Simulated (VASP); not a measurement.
Runs of VASP 6.6.1 on ZrS. The structure is that of space group Fm-3m (No. 225), or close to it. The cells are those of the table. 

| cell | gap on the mesh (eV) | pressure (GPa) |
| --- | --- | --- |
| a = 3.761 Å, angles 60.0°, 2 atoms | none | -10.6 |
| a = 3.662 Å, angles 60.0°, 2 atoms | none | -1.0 |
| a = 3.611 Å, angles 60.0°, 2 atoms | none | (b) |
| a = 3.557 Å, angles 60.0°, 2 atoms | none | (a) |
| a = 3.712 Å, angles 60.0°, 2 atoms | none | -6.4 |

Alike in all rows: task single point; level PBEsol; potentials or basis VASP PAW PBE potentials, release 64 (Zr_sv, S); no spin polarisation; k mesh 8 × 8 × 8; cutoff (eV) 520; smearing methfessel-paxton 0.02 eV.

**Question.** Estimate the missing entries.

**Answer.** (a) 14.1; (b) 5.7.

Caveats: the PAW data sets were made with another functional, which shifts forces and pressure a little.

A k mesh can miss the band edges, and the runs leave out spin-orbit coupling on Zr.

A gap of «none» marks levels without a gap at the run's occupations.
